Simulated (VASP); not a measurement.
# H22CO12 in VASP: a series of runs, part 3 of 3

VASP 6.6.1.

## Step 4: Single point, PBEsol

Input file INCAR:

```
SYSTEM = H22CO12
  PREC = Accurate
  ENCUT = 520
  EDIFF = 1E-6
  ISMEAR = -1
  SIGMA = 0.02
  LREAL = Auto
  LASPH = .True.
  NELM = 80
  ALGO = Normal
  ISIF = 2
  LWAVE = .False.
  LCHARG = .False.
  GGA = PS
  NBANDS = 72
```

Input file KPOINTS:

```
regular mesh
0
Gamma
  1 1 1
  0 0 0
```

Input file POSCAR:

```
H22CO12
1.0
    7.7854430000      0.0000000000      0.0000000000
    0.0000000000      7.7854430000      0.0000000000
    0.0000000000      0.0000000000      7.7854430000
O H C
12 22 1
Direct
    0.8038206689      0.3084346003      0.3352410389
    0.0799312255      0.5547532748      0.0778761080
    0.4132584363     -0.0493099750      0.0972199013
    0.5104526486      0.2601264950      0.9036736895
    0.4438925312      0.6912002310      0.8764048494
    0.6597826225      0.5812899793      0.4979678099
    0.7966791357      0.5632306344      0.8352896553
    0.6844825657     -0.0550771485      0.5688950520
    0.1674406967      0.3887383159      0.7847851432
   -0.1435371115      0.1701894163      0.8460147997
    0.8061455206      0.7566814117      0.1147911558
    0.8909191166      0.9188687143      0.3282279505
    0.6942572182      0.3441936445      0.2787124638
    0.8196579180      0.2060897498      0.2707488835
    0.0724557357      0.4566727931      0.0101599870
    0.1876450704      0.5921435685      0.0294780914
    0.2927129516     -0.0395353225      0.0832451024
    0.4424025711      0.0544220798      0.0295680027
    0.4273359910      0.3678403400      0.8613896473
    0.6398736719      0.2759123662      0.8840986955
    0.3819821171      0.8126962075      0.9185604467
    0.3899456974      0.6513823298      0.7650688599
    0.6828127828      0.5373489986      0.6140691031
    0.6328220501      0.4765303657      0.4371877104
    0.8438569263      0.6209537466      0.7396110921
    0.8083547718      0.6547604292      0.9079637472
    0.7998131898     -0.0225934478      0.5208566809
    0.6671553565     -0.1716023096      0.5074470393
    0.2153763119      0.4654584203      0.7000757696
    0.1376029598      0.2916340149      0.7185461380
   -0.1288173326      0.2474489891      0.7456223108
   -0.2270262591      0.0780173973      0.8033711120
    0.9086445049      0.6808989546      0.1628423713
    0.6884001334      0.9844012730      0.2073998872
    0.8008407486      0.8997175883      0.2054603701
```

Run with:

```console
$ cat potpaw_PBE.64/O/POTCAR potpaw_PBE.64/H/POTCAR potpaw_PBE.64/C/POTCAR > POTCAR
$ mpirun -np 1 vasp_gam > vasp.out
```

It took 2.4 min on 1 thread of Intel Xeon 8259CL, shared host; peak memory 0.47 GiB.

The run converged. Its results:

| Property | Result |
| --- | --- |
| Free energy | -173.9190 eV |
| Pressure | 0.5 GPa |
| Largest force | 4.402 eV/Å |
| Band gap on the k mesh | 3.86 eV |

Forces on the atoms (eV/Å):
```
O   -1.486  1.226 -0.161
O    0.249  1.880  1.796
O    0.758  0.350 -0.677
O   -1.196  2.135 -0.833
O   -2.472  1.650 -0.277
O   -0.279  0.283  0.477
O   -0.486 -3.330 -2.073
O    0.469 -1.235 -0.498
O    0.570  0.993  0.751
O   -1.082 -0.712 -0.962
O    0.805 -0.436  0.059
O    3.374  0.762  1.689
H    0.855  0.043  0.216
H    0.808 -1.516 -0.451
H   -1.125 -2.544 -1.503
H    0.993  0.992  0.165
H   -1.941 -0.131  0.609
H    0.776  0.525 -0.168
H    2.732 -2.925  1.293
H   -1.577  0.410  0.110
H    1.936 -2.907 -0.877
H    0.718  1.056  1.177
H   -0.173  0.325  0.273
H    0.019 -0.117 -0.245
H    0.925  0.364 -1.952
H   -0.407  2.714  3.442
H   -1.049 -0.196  0.115
H    0.060  1.454  1.290
H    0.035  0.515 -0.329
H   -0.387 -1.664 -0.688
H   -0.248 -0.376  0.632
H    1.053  0.863  0.055
H   -0.865  0.733 -1.086
H   -0.660  0.025 -1.521
C   -1.703 -1.209  0.150
```

Stress tensor (GPa, compression positive):
```
-0.33  1.28 -0.29
 1.28 -0.08  1.85
-0.29  1.85  1.98
```

Levels at points of the mesh, in eV from the valence-band top:
| k point | band 46 | band 47 | band 48 | band 49 | band 50 | band 51 | band 52 | band 53 |
| --- | --- | --- | --- | --- | --- | --- | --- | --- |
| (0.00, 0.00, 0.00) | -0.54 | -0.39 | -0.26 | 0.00 | 3.86 | 4.52 | 5.81 | 6.09 |

Caveat: the k points lie up to 0.81 Å⁻¹ apart; the PAW data sets were made with another functional, which shifts forces and pressure a little.

## Step 5: Single point, PBEsol

This run uses another cell than the first one, of 14.49 Å³/atom.

Input file INCAR:

```
PREC = Accurate
ENCUT = 520
EDIFF = 1E-6
ISMEAR = -1
SIGMA = 0.02
LREAL = Auto
LASPH = T
NELM = 80
ALGO = Normal
ISIF = 2
LWAVE = F
LCHARG = F
GGA = PS
NBANDS = 72
```

Input file KPOINTS:

```
Automatic mesh
0
Gamma
  1 1 1
```

Input file POSCAR:

```
H22CO12
1.0
    7.9746190000      0.0000000000      0.0000000000
    0.0000000000      7.9746190000      0.0000000000
    0.0000000000      0.0000000000      7.9746190000
O H C
12 22 1
Direct
    0.8459965297      0.3021962554      0.2449646811
    0.1796951052      0.4972024369      0.0917159804
    0.3800306949     -0.0240889251      0.1741274411
    0.4854401195      0.1911940871      0.8970459905
    0.4867066376      0.7796861518      0.9169591676
    0.5888807979      0.6326446442      0.5074599802
    0.7309189317      0.5127517691      0.8015806147
    0.6922838571     -0.0629747954      0.6333343323
    0.1532737802      0.2862205705      0.7332513315
   -0.1635062440      0.1439316411      0.8885565567
    0.9230660424      0.6972119922      0.1995706629
    0.9157051892      0.9510297608      0.3375333668
    0.9275302055      0.3963073346      0.2103548771
    0.9251978057      0.2135525221      0.2124741006
    0.1354422073      0.4417891312     -0.0084768940
    0.3123660202      0.5010772301      0.0572817335
    0.3843819999     -0.0082135585      0.2926534797
    0.4140511290      0.0848817981      0.1244824361
    0.4164462277      0.1898899496      0.7874482781
    0.5547851252      0.1057103794      0.8495327488
    0.4465417094      0.8147348481      1.0335164602
    0.4411496023      0.8596398148      0.8382093239
    0.6510781267      0.5654314018      0.5894952474
    0.6282557198      0.6066371321      0.4007589579
    0.8431374590      0.5391730940      0.8382218636
    0.6651101451      0.6013955024      0.8453193814
    0.7563746933     -0.0386977735      0.5194229342
    0.6878196940     -0.1896642335      0.6614610679
    0.1735129917      0.4041948587      0.7161972252
    0.0651065587      0.2485385195      0.6425761532
   -0.2402371825      0.2233837128      0.9362202759
   -0.2074832666      0.0311112042      0.8889954492
    1.0439119411      0.7328249788      0.1940907773
    0.7180154939      0.8295694127      0.2512847322
    0.8509873638      0.8401906097      0.2611284627
```

Run with:

```console
$ cat potpaw_PBE.64/O/POTCAR potpaw_PBE.64/H/POTCAR potpaw_PBE.64/C/POTCAR > POTCAR
$ mpirun -np 1 vasp_gam > vasp.out
```

Run time: 2.3 min. Hardware: 1 thread of Intel Xeon 8259CL, shared host; peak memory 0.45 GiB.

The run converged. Its results:

| Quantity | Value |
| --- | --- |
| Free energy | -174.7121 eV |
| Pressure | -0.8 GPa |
| Largest force | 3.882 eV/Å |
| Band gap on the k mesh | 3.65 eV |

Forces on the atoms (eV/Å):
```
O    2.181  1.584 -0.873
O    3.712  0.181 -1.121
O    0.128  0.208 -0.926
O   -2.059  0.100 -1.983
O    0.162 -0.646  1.315
O   -1.146  0.643  1.990
O    0.642 -1.104 -0.914
O    0.840 -0.781 -0.895
O   -1.566 -1.279 -1.575
O    1.534 -0.063 -0.177
O    0.902  2.211 -0.074
O    1.529  1.499  0.690
H   -1.591 -0.793  0.739
H   -0.593 -0.604  0.196
H   -0.137 -0.301 -0.047
H   -3.529 -0.067  1.045
H    0.033  0.014  1.095
H   -0.145 -0.414 -0.299
H   -0.091  1.018  1.916
H    1.830 -1.057  0.134
H    0.296  0.257 -1.262
H   -0.242  0.255 -0.145
H    0.243 -0.474  0.112
H    0.904 -0.829 -2.084
H    0.501 -0.042  0.076
H   -1.430  1.417  0.995
H   -1.155 -0.955  2.545
H    0.166  2.214 -1.503
H    0.062  0.479 -0.557
H    1.746  0.984  2.113
H   -0.757  0.267  0.371
H   -0.432 -0.108 -0.169
H   -0.197 -1.122 -0.049
H   -1.589 -0.033 -0.408
C   -0.753 -2.657 -0.271
```

Stress tensor (GPa, compression positive):
```
-0.72 -0.97  0.37
-0.97 -0.12  0.82
 0.37  0.82 -1.69
```

Levels at points of the mesh, in eV from the valence-band top:
```
           k point  band 47  band 48  band 49  band 50  band 51  band 52
(0.00, 0.00, 0.00)    -0.78    -0.50     0.00     3.65     3.92     5.63
```

Caveat: the k points lie up to 0.79 Å⁻¹ apart; the atoms stand as in a frame of molecular dynamics; the PAW data sets were made with another functional, which shifts forces and pressure a little.

## Step 6: Summary

| cell | gap on the mesh (eV) | pressure (GPa) | largest force (eV/Å) |
| --- | --- | --- | --- |
| a = 7.785 Å, 35 atoms, atomic positions A | 4.09 | 0.6 | 3.97 |
| a = 7.785 Å, 35 atoms, atomic positions B | 3.64 | -0.1 | 4.82 |
| a = 7.785 Å, 35 atoms, atomic positions C | 3.86 | 0.5 | 4.40 |
| a = 7.975 Å, 35 atoms, atomic positions D | 3.65 | -0.8 | 3.88 |

Alike in all rows: task single point; level PBEsol; potentials or basis VASP PAW PBE potentials, release 64 (O, H, C); no spin polarisation; k mesh 1 × 1 × 1; cutoff (eV) 520; smearing fermi-dirac 0.02 eV.

Caveats: all runs use coarse meshes; the PAW data sets were made with another functional, which shifts forces and pressure a little; the atoms stand as in a frame of molecular dynamics (at least some runs).

Total energies depend on the potentials used, so only differences within one code and one set of settings carry meaning.
